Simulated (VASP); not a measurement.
# Pd (Fm-3m) in VASP: notebook

Pd is run at these levels: LDA; tasks: single point, relaxation of cell and atoms.

Everything below comes from runs of VASP 6.6.1. Logs are shortened: lines on timing, memory, paths and dates and some standing lists are left out, and cuts for length are marked.

### Step 1. The cell of the first run

The structure is cubic, space group Fm-3m (No. 225). Conventional cell: a = 3.841 Å, b = 3.841 Å, c = 3.841 Å, α = 90.00°, β = 90.00°, γ = 90.00°. Within 3.6 Å of Pd (site symmetry m-3m) lie 12 Pd at 2.72 Å.

### Step 2. Single point, LDA

Contents of INCAR:

```
PREC = Accurate ; ENCUT = 520
EDIFF = 1E-7 ; ISMEAR = -1
SIGMA = 0.1 ; LREAL = False
LASPH = True ; NELM = 100
ALGO = Normal ; ISIF = 2
LWAVE = False ; LCHARG = False
NBANDS = 11
```

Contents of KPOINTS:

```
regular mesh
0
Gamma
  10 10 10
```

Contents of POSCAR:

```
Pd
1.0
    0.0000000000      1.9205775863      1.9205775863
    1.9205775863      0.0000000000      1.9205775863
    1.9205775863      1.9205775863      0.0000000000
Pd
1
Direct
    0.0000000000      0.0000000000      0.0000000000
```

Potentials or basis: VASP PAW LDA potentials, release 64 (Pd).

Started as:

```
$ cat potpaw_LDA.64/Pd/POTCAR > POTCAR
$ mpirun -np 1 vasp_std > vasp.out
```

OUTCAR:

```text
PREC = Accurate
   ENCUT = 520
   EDIFF = 1E-7
   ISMEAR = -1
   LREAL = False
   LASPH = True
   NELM = 100
   ISIF = 2

 ion  position               nearest neighbor table
   1  0.000  0.000  0.000-

  LATTYP: Found a face centered cubic cell.
 ALAT       =     3.8411551726

  Lattice vectors:

 A1 = (   0.0000000000,   1.9205775863,   1.9205775863)
 A2 = (   1.9205775863,   0.0000000000,   1.9205775863)
 A3 = (   1.9205775863,   1.9205775863,   0.0000000000)

Analysis of symmetry for initial positions (statically):
=====================================================================
 Subroutine PRICEL returns:
 Original cell was already a primitive cell.

 Routine SETGRP: Setting up the symmetry group for a
 face centered cubic supercell.

 Subroutine GETGRP returns: Found 48 space group operations
 (whereof 48 operations were pure point group operations)
 out of a pool of 48 trial point group operations.

The static configuration has the point symmetry O_h .

Analysis of symmetry for dynamics (positions and initial velocities):
=====================================================================
 Subroutine PRICEL returns:
 Original cell was already a primitive cell.

 Routine SETGRP: Setting up the symmetry group for a
 face centered cubic supercell.

 Subroutine GETGRP returns: Found 48 space group operations
 (whereof 48 operations were pure point group operations)
 out of a pool of 48 trial point group operations.

The dynamic configuration has the point symmetry O_h .

 Subroutine INISYM returns: Found 48 space group operations
 (whereof 48 operations are pure point group operations),
 and found     1 'primitive' translations

----------------------------------------------------------------------------------------

                                     Primitive cell

  volume of cell :      14.1686

  direct lattice vectors                    reciprocal lattice vectors
     0.000000000  1.920577586  1.920577586    -0.260338350  0.260338350  0.260338350
     1.920577586  0.000000000  1.920577586     0.260338350 -0.260338350  0.260338350
     1.920577586  1.920577586  0.000000000     0.260338350  0.260338350 -0.260338350

  length of vectors
     2.716106870  2.716106870  2.716106870     0.450919249  0.450919249  0.450919249

  position of ions in fractional coordinates (direct lattice)
     0.000000000  0.000000000  0.000000000
[... 79 lines left out ...]
   NSW    =      0    number of steps for IOM
   IBRION =     -1    ionic relax: 0-MD 1-quasi-New 2-CG
   NFREE  =      0    steps in history (QN), initial steepest desc. (CG)
   ISIF   =      2    stress and relaxation
   ISYM   =      2    0-nonsym 1-usesym 2-fastsym
   POTIM  = 0.5000    time-step for ionic-motion
   TEBEG  =    0.0;   TEEND  =   0.0 temperature during run
   PSTRESS=    0.0 pullay stress
   NELECT =      10.0000    total number of electrons
   NUPDOWN=      -1.0000    fix difference up-down
   EMIN   =  10.00;   EMAX   =-10.00  energy-range for DOS
   EFERMI =   0.00;   METHOD = LEGACY
   ISMEAR =    -1;   SIGMA  =   0.10  broadening in eV -4-tet -1-fermi 0-gaus
   EFERMI_NEDOS =   21; number of points for ismear=-14 and -15
   IALGO  =     38    algorithm
   IMIX   =      4    mixing-type and parameters
     AMIX     =   0.40;   BMIX     =  1.00
     AMIX_MAG =   1.60;   BMIX_MAG =  1.00
  volume/ion in A,a.u.               =      14.17        95.61
  Fermi-wavevector in a.u.,A,eV,Ry     =   1.457582  2.754430 28.906191  2.124545
  Thomas-Fermi vector in A             =   2.574367
   LORBIT       =      0    0 simple, 1 ext, 2 COOP (PROOUT), +10 PAW based schemes
   GGA     = CA    functional components
   LHFCALC =     F    Hartree Fock is set to
   AEXX    =    0.0000 exact exchange contribution
   IVDW    =     0    specifies the selected vdW correction
   LEPSILON=     F    determine dielectric tensor
   LRPA    =     F    only Hartree local field effects (RPA)
 non-spin polarized calculation
  energy-cutoff  :      520.00
  volume of cell :       14.17
 maximum number of plane-waves:       392
   NGX = 11   NGY = 11   NGZ = 11

 number of electron      10.0000005 magnetization

 Free energy of the ion-electron system (eV)
  ---------------------------------------------------
  ext. energy  EPLUGINS =         0.00000000
  ---------------------------------------------------
  free energy    TOTEN  =        -6.53586321 eV

  energy without entropy =       -6.48354557  energy(sigma->0) =       -6.50970439

 E-fermi :  10.3558     XC(G=0): -13.7627

 val. band max:       10.3150321074   @ k =   0.5000   0.1000   0.0000
 cond. band min:      10.3627474741   @ k =   0.5000   0.2000   0.0000
 fundamental gap:      0.0477153667
 Fermi energy:        10.3557975969

 k-point     1 :       0.0000    0.0000    0.0000
  band No.  band energies     occupation
      1       2.7425      2.00000
      2       7.2489      2.00000
      3       7.2489      2.00000
      4       7.2489      2.00000
      5       9.0023      2.00000
      6       9.0023      2.00000
      7      27.4367      0.00000
      8      32.3844      0.00000
      9      32.3844      0.00000
     10      32.3844      0.00000
     11      35.9553      0.00000
[... 309 lines left out ...]
 k-point    24 :       0.4000    0.3000    0.0000
  band No.  band energies     occupation
      1       5.1228      2.00000
      2       5.4064      2.00000
      3       8.7325      2.00000
      4       9.2860      1.99995
      5      10.2268      1.56830
      6      11.3365      0.00011
      7      24.1916      0.00000
      8      25.9310      0.00000
      9      26.1174      0.00000
     10      31.6090      0.00000
     11      33.9171      0.00000

 [... further k-points ...]

------------------------ aborting loop because EDIFF is reached ----------------------------------------

  FORCE on cell =-STRESS in cart. coord.  units (eV):
  Direction    XX          YY          ZZ          XY          YZ          ZX
  --------------------------------------------------------------------------------------
  -------------------------------------------------------------------------------------
  Total        0.0200466      0.0200466      0.0200466     -0.0000000      0.0000000      0.0000000
  in kB        2.2668679      2.2668679      2.2668679     -0.0000000      0.0000000      0.0000000
  external PRESSURE =       2.2668679 kB  Pullay stress =       0.0000000 kB

 VOLUME and BASIS-vectors are now :
 -----------------------------------------------------------------------------
  energy-cutoff  :      520.00
  volume of cell :       14.17
      direct lattice vectors                 reciprocal lattice vectors
     0.000000000  1.920577586  1.920577586    -0.260338350  0.260338350  0.260338350
     1.920577586  0.000000000  1.920577586     0.260338350 -0.260338350  0.260338350
     1.920577586  1.920577586  0.000000000     0.260338350  0.260338350 -0.260338350

 POSITION                                       TOTAL-FORCE (eV/Angst)
 -----------------------------------------------------------------------------------
      0.00000      0.00000      0.00000         0.000000      0.000000      0.000000
 -----------------------------------------------------------------------------------
    total drift:                                0.000000     -0.000000      0.000000

  FREE ENERGIE OF THE ION-ELECTRON SYSTEM (eV)
  ---------------------------------------------------
  free  energy   TOTEN  =        -6.5358632077 eV

  energy  without entropy=       -6.4835455681  energy(sigma->0) =       -6.50970439
```

Wall time 3.7 s (1 thread of Intel Xeon Platinum 8559C (Emerald Rapids), shared host); peak memory 0.12 GiB.

Results:

| Property | Result |
| --- | --- |
| Free energy | -6.5359 eV |
| Pressure | 0.2 GPa |
| Band gap on the k mesh | zero (band 5 reaches 10.64 eV, above the bottom of band 6 at 8.95 eV) |

### Step 3. Relaxation of cell and atoms, LDA

This run uses another cell than the first one, of 14.75 Å³/atom, 1.041 times its volume.

Contents of INCAR:

```
SYSTEM = Pd
PREC = Accurate
ENCUT = 600
EDIFF = 1E-6
ISMEAR = -1
SIGMA = 0.1
LREAL = .False.
LASPH = .True.
NELM = 60
ALGO = Normal
ISIF = 3
LWAVE = .False.
LCHARG = .False.
IBRION = 2
NSW = 80
EDIFFG = -0.01
```

Contents of KPOINTS:

```
regular mesh
0
Gamma
  10 10 10
  0 0 0
```

Contents of POSCAR:

```
Pd
1.0
    0.0000000000      1.9465000000      1.9465000000
    1.9465000000      0.0000000000      1.9465000000
    1.9465000000      1.9465000000      0.0000000000
Pd
1
Direct
    0.0000000000      0.0000000000      0.0000000000
```

Potentials or basis: VASP PAW LDA potentials, release 64 (Pd).

Started as:

```
$ cat potpaw_LDA.64/Pd/POTCAR > POTCAR
$ mpirun -np 1 vasp_std > vasp.out
```

OUTCAR:

```text
SYSTEM = Pd
   PREC = Accurate
   ENCUT = 600
   EDIFF = 1E-6
   ISMEAR = -1
   LREAL = .False.
   LASPH = .True.
   NELM = 60
   ISIF = 3
   IBRION = 2
   NSW = 80
   EDIFFG = -0.01

 ion  position               nearest neighbor table
   1  0.000  0.000  0.000-

  LATTYP: Found a face centered cubic cell.
 ALAT       =     3.8930000000

  Lattice vectors:

 A1 = (   0.0000000000,   1.9465000000,   1.9465000000)
 A2 = (   1.9465000000,   0.0000000000,   1.9465000000)
 A3 = (   1.9465000000,   1.9465000000,   0.0000000000)

Analysis of symmetry for initial positions (statically):
=====================================================================
 Subroutine PRICEL returns:
 Original cell was already a primitive cell.

 Routine SETGRP: Setting up the symmetry group for a
 face centered cubic supercell.

 Subroutine GETGRP returns: Found 48 space group operations
 (whereof 48 operations were pure point group operations)
 out of a pool of 48 trial point group operations.

The static configuration has the point symmetry O_h .

Analysis of symmetry for dynamics (positions and initial velocities):
=====================================================================
 Subroutine PRICEL returns:
 Original cell was already a primitive cell.

 Routine SETGRP: Setting up the symmetry group for a
 face centered cubic supercell.

 Subroutine GETGRP returns: Found 48 space group operations
 (whereof 48 operations were pure point group operations)
 out of a pool of 48 trial point group operations.

[... 138 lines left out ...]

 number of electron      10.0000000 magnetization

 number of electron       9.9999999 magnetization

 Free energy of the ion-electron system (eV)
  ---------------------------------------------------
  ext. energy  EPLUGINS =         0.00000000
  ---------------------------------------------------
  free energy    TOTEN  =        -6.52142112 eV

  energy without entropy =       -6.46634523  energy(sigma->0) =       -6.49388317

 E-fermi :   9.6437     XC(G=0): -13.5159

 val. band max:        9.6003869630   @ k =   0.5000   0.1000   0.0000
 cond. band min:       9.6447618557   @ k =   0.5000   0.2000   0.0000
 fundamental gap:      0.0443748927
 Fermi energy:         9.6437107019

 k-point     1 :       0.0000    0.0000    0.0000
  band No.  band energies     occupation
      1       2.3542      2.00000
      2       6.7306      2.00000
      3       6.7306      2.00000
      4       6.7306      2.00000
      5       8.3729      1.99999
      6       8.3729      1.99999
      7      26.7261      0.00000
      8      31.4396      0.00000
      9      31.4396      0.00000
[... 380 lines left out ...]
--------------------------------------- Ionic step        4  -------------------------------------------

 number of electron      10.0000002 magnetization

 Free energy of the ion-electron system (eV)
  ---------------------------------------------------
  ext. energy  EPLUGINS =         0.00000000
  ---------------------------------------------------
  free energy    TOTEN  =        -6.53620465 eV

  energy without entropy =       -6.48381977  energy(sigma->0) =       -6.51001221

 E-fermi :  10.3373     XC(G=0): -13.7568

 val. band max:       10.2965304210   @ k =   0.5000   0.1000   0.0000
 cond. band min:      10.3441561691   @ k =   0.5000   0.2000   0.0000
 fundamental gap:      0.0476257481
 Fermi energy:        10.3373322000

 k-point     1 :       0.0000    0.0000    0.0000
  band No.  band energies     occupation
      1       2.7320      2.00000
      2       7.2352      2.00000
      3       7.2352      2.00000
      4       7.2352      2.00000
      5       8.9858      2.00000
      6       8.9858      2.00000
      7      27.4191      0.00000
      8      32.3607      0.00000
      9      32.3607      0.00000
[... 304 lines left out ...]
  FREE ENERGIE OF THE ION-ELECTRON SYSTEM (eV)
  ---------------------------------------------------
  free  energy   TOTEN  =        -6.5362046461 eV

  energy  without entropy=       -6.4838197668  energy(sigma->0) =       -6.51001221

 reached required accuracy - stopping structural energy minimisation
```

It took 7.5 s on 1 thread of Intel Xeon Platinum 8559C (Emerald Rapids), shared host; peak memory 0.13 GiB.

Results:

- Free energy: -6.5362 eV
- Relaxed volume: 14.18 Å³/atom
- Relaxed cell: a = 2.717 Å, b = 2.717 Å, c = 2.717 Å, α = 60.00°, β = 60.00°, γ = 60.00°
- Space group after relaxing (to 0.05 Å): Fm-3m (No. 225)
- Energy gained by relaxing: 14.8 meV/atom
- Ionic steps: 4
- Pressure after relaxing: 0.0 GPa
- Band gap on the k mesh: zero (band 5 reaches 10.62 eV, above the bottom of band 6 at 8.93 eV)

Step by step:
| step | energy change (eV) | largest force (eV/Å) | pressure (GPa) | volume (Å³) |
| --- | --- | --- | --- | --- |
| 1 | 0.0000 | 0.0000 | -7.99 | 14.75 |
| 2 | 0.0371 | 0.0000 | 18.88 | 13.23 |
| 3 | -0.0148 | 0.0000 | -0.19 | 14.19 |
| 4 | -0.0148 | 0.0000 | 0.00 | 14.18 |

Final structure:
```
CELL_PARAMETERS angstrom
0.00000 1.92121 1.92121
1.92121 0.00000 1.92121
1.92121 1.92121 0.00000
ATOMIC_POSITIONS crystal
Pd 0.00000 0.00000 0.00000
```

Levels at points of the mesh, in eV from the Fermi level:
```tsv
k point	band 2	band 3	band 4	band 5	band 6	band 7	band 8	band 9
(0.00, 0.00, 0.00)	-3.10	-3.10	-3.10	-1.35	-1.35	17.08	22.02	22.02
(0.50, 0.00, 0.00)	-3.15	-3.15	-0.06	-0.06	0.80	7.52	16.46	21.24
(0.50, 0.50, 0.00)	-5.53	-0.08	0.28	0.28	3.19	11.08	13.22	13.22
```

LDA usually gives volumes a few per cent too small. Zero-point motion and thermal expansion aren't in these numbers.
